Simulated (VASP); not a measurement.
# SbPt (P6_3/mmc) in VASP: single point with r2SCAN

Aim: the single point of SbPt with r2SCAN.

Program: VASP 6.6.1. These are calculated values, not measurements. Logs are shortened: lines on timing, memory, paths and dates and some standing lists are left out, and cuts for length are marked.

### 1 The cell of the first run

It takes space group P6_3/mmc (No. 194, hexagonal). The conventional cell has a = 4.130 Å, b = 4.130 Å, c = 5.472 Å, α = 90.00°, β = 90.00°, γ = 120.00°. Sb (site symmetry -6m2) has 6 Pt at 2.75 Å within 3.6 Å. Pt (site symmetry -3m) has 2 Pt at 2.74 Å and 6 Sb at 2.75 Å within 3.6 Å.

### 2 Single point, r2SCAN

Contents of POSCAR:

```
SbPt
1.0
    4.1299978706      0.0000000000      0.0000000000
   -2.0649989353      3.5766830735      0.0000000000
    0.0000000000      0.0000000000      5.4720000000
Sb Pt
2 2
Direct
    0.3333333333      0.6666666667      0.2500000000
    0.6666666667      0.3333333333      0.7500000000
    0.0000000000      0.0000000000      0.0000000000
    0.0000000000      0.0000000000      0.5000000000
```

Contents of INCAR.step1:

```
ALGO     = Normal         # electronic algorithm
EDIFF    = 1E-4           # SCF threshold, eV
ENCUT    = 520            # plane-wave cutoff, eV
GGA      = PE             # functional
ISMEAR   = 0              # smearing method
LASPH    = True           # aspherical terms in the spheres
LCHARG   = False          # write CHGCAR
LREAL    = False          # projectors in reciprocal space
LWAVE    = True           # write WAVECAR
NBANDS   = 23             # bands
NELM     = 60             # most SCF steps
PREC     = Accurate       # precision mode
SIGMA    = 0.1            # smearing width, eV
```

Contents of INCAR.step2:

```
ALGO     = Normal         # electronic algorithm
EDIFF    = 1E-7           # SCF threshold, eV
ENCUT    = 520            # plane-wave cutoff, eV
ISIF     = 2              # what is computed and relaxed
ISMEAR   = 0              # smearing method
ISTART   = 1            
LASPH    = True           # aspherical terms in the spheres
LCHARG   = False          # write CHGCAR
LMIXTAU  = True         
LREAL    = False          # projectors in reciprocal space
LWAVE    = False          # write WAVECAR
METAGGA  = R2SCAN         # meta-GGA
NBANDS   = 23             # bands
NELM     = 60             # most SCF steps
PREC     = Accurate       # precision mode
SIGMA    = 0.1            # smearing width, eV
```

Contents of KPOINTS:

```
k-points
0
Gamma
  6 6 4
```

Potentials or basis: VASP PAW PBE potentials, release 64 (Sb, Pt).

Launch:

```
> cat potpaw_PBE.64/Sb/POTCAR potpaw_PBE.64/Pt/POTCAR > POTCAR
> cp INCAR.step1 INCAR
> mpirun -np 1 vasp_std > vasp.out
> cp INCAR.step2 INCAR
> mpirun -np 1 vasp_std > vasp.out
```

OUTCAR:

```text
EDIFF = 1E-7
   ENCUT = 520
   ISIF = 2
   ISMEAR = 0
   ISTART = 1
   LASPH = True
   LREAL = False
   METAGGA = R2SCAN
   NELM = 60
   PREC = Accurate

 ion  position               nearest neighbor table
   1  0.333  0.667  0.250-   3 2.75   4 2.75   3 2.75   4 2.75   3 2.75   4 2.75   2 3.63   2 3.63
                             2 3.63   2 3.63   2 3.63   2 3.63
   2  0.667  0.333  0.750-   3 2.75   4 2.75   3 2.75   4 2.75   3 2.75   4 2.75   1 3.63   1 3.63
                             1 3.63   1 3.63   1 3.63   1 3.63
   3  0.000  0.000  0.000-   4 2.74   4 2.74   1 2.75   2 2.75   1 2.75   2 2.75   2 2.75   1 2.75

   4  0.000  0.000  0.500-   3 2.74   3 2.74   1 2.75   2 2.75   1 2.75   2 2.75   2 2.75   1 2.75

  LATTYP: Found a hexagonal cell.
 ALAT       =     4.1299978706
 C/A-ratio  =     1.3249401504

  Lattice vectors:

 A1 = (   4.1299978706,   0.0000000000,   0.0000000000)
 A2 = (  -2.0649989353,   3.5766830735,   0.0000000000)
 A3 = (   0.0000000000,   0.0000000000,   5.4720000000)

Analysis of symmetry for initial positions (statically):
=====================================================================
 Subroutine PRICEL returns:
 Original cell was already a primitive cell.

 Routine SETGRP: Setting up the symmetry group for a
 hexagonal supercell.

 Subroutine GETGRP returns: Found 24 space group operations
 (whereof 12 operations were pure point group operations)
 out of a pool of 24 trial point group operations.

The static configuration has the point symmetry D_3d.
 The point group associated with its full space group is D_6h.

Analysis of symmetry for dynamics (positions and initial velocities):
=====================================================================
 Subroutine PRICEL returns:
 Original cell was already a primitive cell.

 Routine SETGRP: Setting up the symmetry group for a
 hexagonal supercell.

 Subroutine GETGRP returns: Found 24 space group operations
 (whereof 12 operations were pure point group operations)
 out of a pool of 24 trial point group operations.

The dynamic configuration has the point symmetry D_3d.
 The point group associated with its full space group is D_6h.

 Subroutine INISYM returns: Found 24 space group operations
 (whereof 12 operations are pure point group operations),
 and found     1 'primitive' translations

----------------------------------------------------------------------------------------

                                     Primitive cell

  volume of cell :      80.8307

  direct lattice vectors                    reciprocal lattice vectors
     4.129997871  0.000000000  0.000000000     0.242130875  0.139794326  0.000000000
    -2.064998935  3.576683073  0.000000000     0.000000000  0.279588652  0.000000000
     0.000000000  0.000000000  5.472000000     0.000000000  0.000000000  0.182748538

  length of vectors
     4.129997871  4.129997871  5.472000000     0.279588652  0.279588652  0.182748538

  position of ions in fractional coordinates (direct lattice)
     0.333333333  0.666666667  0.250000000
     0.666666667  0.333333333  0.750000000
     0.000000000  0.000000000  0.000000000
     0.000000000  0.000000000  0.500000000

  ion indices of the primitive-cell ions
   primitive index   ion index
                 1           1
                 2           2
                 3           3
                 4           4

----------------------------------------------------------------------------------------

 KPOINTS: k-points

Automatic generation of k-mesh.
 Grid dimensions read from file:
 generate k-points for:    6    6    4

 Generating k-lattice:

  Cartesian coordinates                     Fractional coordinates (reciprocal lattice)
     0.040355146  0.023299054  0.000000000     0.166666667  0.000000000  0.000000000
     0.000000000  0.046598109  0.000000000     0.000000000  0.166666667  0.000000000
     0.000000000  0.000000000  0.045687135     0.000000000  0.000000000  0.250000000

  Length of vectors
     0.046598109  0.046598109  0.045687135

  Shift w.r.t. Gamma in fractional coordinates (k-lattice)
     0.000000000  0.000000000  0.000000000

 Subroutine IBZKPT returns following result:
 ===========================================

 Found     21 irreducible k-points:

 Following reciprocal coordinates:
            Coordinates               Weight
  0.000000  0.000000  0.000000      1.000000
  0.166667 -0.000000  0.000000      6.000000
  0.333333 -0.000000  0.000000      6.000000
  0.500000 -0.000000  0.000000      3.000000
  0.166667  0.166667  0.000000      6.000000
  0.333333  0.166667  0.000000     12.000000
[... 13 lines left out ...]
  0.333333  0.166667  0.500000     12.000000
  0.333333  0.333333  0.500000      2.000000
   k-points           NKPTS =     21   k-points in BZ     NKDIM =     21   number of bands    NBANDS=     23
   number of dos      NEDOS =    301   number of ions     NIONS =      4
   total plane-waves  NPLWV =  43008
   dimension x,y,z NGX =    32 NGY =   32 NGZ =   42
   dimension x,y,z NGXF=    64 NGYF=   64 NGZF=   84
   ions per type =               2   2
   NGX,Y,Z   is equivalent  to a cutoff of  12.88, 12.88, 12.76 a.u.
   NGXF,Y,Z  is equivalent  to a cutoff of  25.76, 25.76, 25.52 a.u.
 SYSTEM =  unknown system
   PREC   = accura    normal or accurate (medium, high low for compatibility)
   ISTART =      1    job   : 0-new  1-cont  2-samecut
   ICHARG =      0    charge: 1-file 2-atom 10-const
   ISPIN  =      1    spin polarized calculation?
   LNONCOLLINEAR =      F non collinear calculations
   LSORBIT =      F    spin-orbit coupling
   LASPH  =      T    aspherical Exc in radial PAW
   ENCUT  =  520.0 eV  38.22 Ry    6.18 a.u.   7.68  7.68 10.17*2*pi/ulx,y,z
   NELM   =     60;   NELMIN=  2; NELMDL=  0     # of ELM steps
   EDIFF  = 0.1E-06   stopping-criterion for ELM
   LREAL  =      F    real-space projection
   EDIFFG = 0.1E-05   stopping-criterion for IOM
   NSW    =      0    number of steps for IOM
   IBRION =     -1    ionic relax: 0-MD 1-quasi-New 2-CG
   NFREE  =      0    steps in history (QN), initial steepest desc. (CG)
   ISIF   =      2    stress and relaxation
   ISYM   =      2    0-nonsym 1-usesym 2-fastsym
   POTIM  = 0.5000    time-step for ionic-motion
   TEBEG  =    0.0;   TEEND  =   0.0 temperature during run
   PSTRESS=    0.0 pullay stress
   NELECT =      30.0000    total number of electrons
   NUPDOWN=      -1.0000    fix difference up-down
   EMIN   =  10.00;   EMAX   =-10.00  energy-range for DOS
   EFERMI =   0.00;   METHOD = LEGACY
   ISMEAR =     0;   SIGMA  =   0.10  broadening in eV -4-tet -1-fermi 0-gaus
   EFERMI_NEDOS =   21; number of points for ismear=-14 and -15
   IALGO  =     38    algorithm
   IMIX   =      4    mixing-type and parameters
     AMIX     =   0.40;   BMIX     =  1.00
     AMIX_MAG =   1.60;   BMIX_MAG =  1.00
  volume/ion in A,a.u.               =      20.21       136.37
  Fermi-wavevector in a.u.,A,eV,Ry     =   1.176494  2.223252 18.832349  1.384139
  Thomas-Fermi vector in A             =   2.312857
   LORBIT       =      0    0 simple, 1 ext, 2 COOP (PROOUT), +10 PAW based schemes
   METAGGA = R2SCAN    functional components
   LHFCALC =     F    Hartree Fock is set to
   AEXX    =    0.0000 exact exchange contribution
   IVDW    =     0    specifies the selected vdW correction
   LEPSILON=     F    determine dielectric tensor
   LRPA    =     F    only Hartree local field effects (RPA)
 non-spin polarized calculation
 Gauss-broadening in eV      SIGMA  =   0.10
  energy-cutoff  :      520.00
  volume of cell :       80.83
 maximum number of plane-waves:      2211
 NGX is ok and might be reduce to    32
   NGX = 15   NGY = 15   NGZ = 21

 number of electron      29.9999999 magnetization

 Free energy of the ion-electron system (eV)
  ---------------------------------------------------
  ext. energy  EPLUGINS =         0.00000000
  ---------------------------------------------------
  free energy    TOTEN  =      -156.16233062 eV

  energy without entropy =     -156.15891594  energy(sigma->0) =     -156.16062328

 E-fermi :  10.2707     XC(G=0): -12.2474

 val. band max:       10.2049878427   @ k =   0.3333  -0.0000   0.2500
 cond. band min:      10.4579160512   @ k =   0.3333  -0.0000   0.0000
 fundamental gap:      0.2529282085
 Fermi energy:        10.2706863071

 k-point     1 :       0.0000    0.0000    0.0000
  band No.  band energies     occupation
      1      -3.3826      2.00000
      2       0.8340      2.00000
      3       2.7022      2.00000
      4       3.7699      2.00000
      5       3.7699      2.00000
      6       3.9739      2.00000
[... 15 lines left out ...]
     22      15.7415      0.00000
     23      18.4218      0.00000

 k-point     2 :       0.1667   -0.0000    0.0000
  band No.  band energies     occupation
      1      -3.0252      2.00000
      2       0.4662      2.00000
      3       3.1263      2.00000
      4       3.8538      2.00000
      5       3.8759      2.00000
      6       4.3789      2.00000
[... 15 lines left out ...]
     22      17.1343      0.00000
     23      17.2552      0.00000

 k-point     3 :       0.3333   -0.0000    0.0000
  band No.  band energies     occupation
      1      -2.0362      2.00000
      2      -0.1204      2.00000
      3       3.0778      2.00000
      4       3.9179      2.00000
      5       4.2019      2.00000
      6       4.4276      2.00000
[... 15 lines left out ...]
     22      15.8894      0.00000
     23      18.1787      0.00000
[... 417 lines left out ...]
 k-point    20 :       0.3333    0.1667    0.5000
  band No.  band energies     occupation
      1      -0.6816      2.00000
      2      -0.6816      2.00000
      3       3.2944      2.00000
      4       3.2944      2.00000
      5       4.6127      2.00000
      6       4.6127      2.00000
[... 15 lines left out ...]
     22      17.9774      0.00000
     23      18.9220      0.00000

 k-point    21 :       0.3333    0.3333    0.5000
  band No.  band energies     occupation
      1      -0.4777      2.00000
      2      -0.4777      2.00000
      3       3.8452      2.00000
      4       3.8452      2.00000
      5       3.9291      2.00000
      6       3.9291      2.00000
[... 15 lines left out ...]
     22      16.7960      0.00000
     23      19.2733      0.00000

------------------------ aborting loop because EDIFF is reached ----------------------------------------

  FORCE on cell =-STRESS in cart. coord.  units (eV):
  Direction    XX          YY          ZZ          XY          YZ          ZX
  --------------------------------------------------------------------------------------
  -------------------------------------------------------------------------------------
  Total        2.1264131      2.1264131      3.5177407      0.0000000      0.0000000      0.0000000
  in kB       42.1484721     42.1484721     69.7265270      0.0000000      0.0000000      0.0000000
  external PRESSURE =      51.3411571 kB  Pullay stress =       0.0000000 kB

 VOLUME and BASIS-vectors are now :
 -----------------------------------------------------------------------------
  energy-cutoff  :      520.00
  volume of cell :       80.83
      direct lattice vectors                 reciprocal lattice vectors
     4.129997871  0.000000000  0.000000000     0.242130875  0.139794326  0.000000000
    -2.064998935  3.576683073  0.000000000     0.000000000  0.279588652  0.000000000
     0.000000000  0.000000000  5.472000000     0.000000000  0.000000000  0.182748538

 POSITION                                       TOTAL-FORCE (eV/Angst)
 -----------------------------------------------------------------------------------
     -0.00000      2.38446      1.36800         0.000000      0.000000      0.000000
      2.06500      1.19223      4.10400         0.000000     -0.000000      0.000000
      0.00000      0.00000      0.00000        -0.000000     -0.000000      0.000000
      0.00000      0.00000      2.73600         0.000000     -0.000000      0.000000
 -----------------------------------------------------------------------------------
    total drift:                               -0.000000      0.000000      0.000000

  FREE ENERGIE OF THE ION-ELECTRON SYSTEM (eV)
  ---------------------------------------------------
  free  energy   TOTEN  =      -156.1623306235 eV

  energy  without entropy=     -156.1589159403  energy(sigma->0) =     -156.16062328
```

Wall time 1.8 min (1 thread of Intel Xeon Platinum 8488C (Sapphire Rapids), shared host); peak memory 0.22 GiB.

What came out:

| Quantity | Value |
| --- | --- |
| Free energy | -156.1623 eV |
| Pressure | 5.1 GPa |
| Band gap on the k mesh | zero (band 15 reaches 12.61 eV, above the bottom of band 16 at 8.21 eV) |

Stress tensor (GPa, compression positive):
```
4.21 0.00 0.00
0.00 4.21 0.00
0.00 0.00 6.97
```

Levels at points of the mesh, in eV from the Fermi level:
| k point | band 11 | band 12 | band 13 | band 14 | band 15 | band 16 | band 17 | band 18 | band 19 | band 20 |
| --- | --- | --- | --- | --- | --- | --- | --- | --- | --- | --- |
| (0.00, 0.00, 0.00) | -2.45 | -2.45 | -0.27 | -0.27 | 0.67 | 2.32 | 2.59 | 3.68 | 3.68 | 4.07 |
| (0.50, 0.00, 0.00) | -3.45 | -3.26 | -3.02 | -2.63 | -2.44 | -0.64 | 1.90 | 4.44 | 4.51 | 4.56 |
| (0.00, 0.00, 0.50) | -4.04 | -4.04 | -1.26 | -1.26 | 2.34 | 2.34 | 2.34 | 2.34 | 5.51 | 5.51 |
| (0.50, 0.00, 0.50) | -3.60 | -3.60 | -3.43 | -3.43 | 0.23 | 0.23 | 1.81 | 1.81 | 4.08 | 4.08 |

Caveat: the PAW data sets were made with another functional, which shifts forces and pressure a little; spin-orbit coupling is left out, which moves the levels of the heavy elements.
